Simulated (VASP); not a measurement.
Write the native input for VASP 6.6.1 that does the following.

| Item | Value |
| --- | --- |
| Task | single point |
| Functional | r2SCAN |
| Potentials or basis | VASP PAW PBE potentials, release 64 (Be, S) |
| Cutoff | 520 eV |
| k mesh | 6 × 6 × 4 |
| Occupations | gaussian, width 0.01 eV |
| Spin | no spin polarisation |
| Dipole correction | no |
| Further INCAR settings | ALGO = Normal; EDIFF = 1e-07; NBANDS = 16 |

The system is BeS.

```
Be S
1.0
     3.30024    0.00000    0.00000
    -1.65012    2.85809    0.00000
     0.00000    0.00000    5.25522
Be S
2 2
Direct
  0.00000 0.00000 0.00000
  0.00000 0.00000 0.50000
  0.33333 0.66667 0.25000
  0.66667 0.33333 0.75000
```

These files were run (other wordings do the same):

POSCAR

```
BeS
1.0
    3.3002359551      0.0000000000      0.0000000000
   -1.6501179775      2.8580881756      0.0000000000
    0.0000000000      0.0000000000      5.2552221010
Be S
2 2
Direct
    0.0000000000      0.0000000000      0.0000000000
    0.0000000000      0.0000000000      0.5000000000
    0.3333333333      0.6666666667      0.2500000000
    0.6666666667      0.3333333333      0.7500000000
```

INCAR.step1

```
SYSTEM = BeS
PREC = Accurate
ENCUT = 520
ISMEAR = 0
SIGMA = 0.01
LREAL = .FALSE.
LASPH = .TRUE.
NELM = 80
NBANDS = 16
GGA = PE
ALGO = Normal
EDIFF = 1E-4
LWAVE = .TRUE.
LCHARG = .FALSE.
```

INCAR.step2

```
SYSTEM = BeS
PREC = Accurate
ENCUT = 520
EDIFF = 1E-7
ISMEAR = 0
SIGMA = 0.01
LREAL = .FALSE.
LASPH = .TRUE.
NELM = 80
ALGO = Normal
ISIF = 2
LWAVE = .FALSE.
LCHARG = .FALSE.
METAGGA = R2SCAN
LMIXTAU = .TRUE.
NBANDS = 16
ISTART = 1
```

KPOINTS

```
Automatic mesh
0
G
  6 6 4
  0 0 0
```

Potentials or basis: VASP PAW PBE potentials, release 64 (Be, S).

Run with:

```sh
$ cat potpaw_PBE.64/Be/POTCAR potpaw_PBE.64/S/POTCAR > POTCAR
$ cp INCAR.step1 INCAR
$ mpirun -np 1 vasp_std > vasp.out
$ cp INCAR.step2 INCAR
$ mpirun -np 1 vasp_std > vasp.out
```

It gave:

| Quantity | Value |
| --- | --- |
| Pressure | -0.1 GPa |
| Band gap on the k mesh | 1.81 eV, indirect (least direct gap 4.04 eV) |

Caveat: the PAW data sets were made with another functional, which shifts forces and pressure a little.

Run time: 3.7 min on 1 thread of Intel Xeon 6975P-C (shared host), peak memory 0.15 GiB.
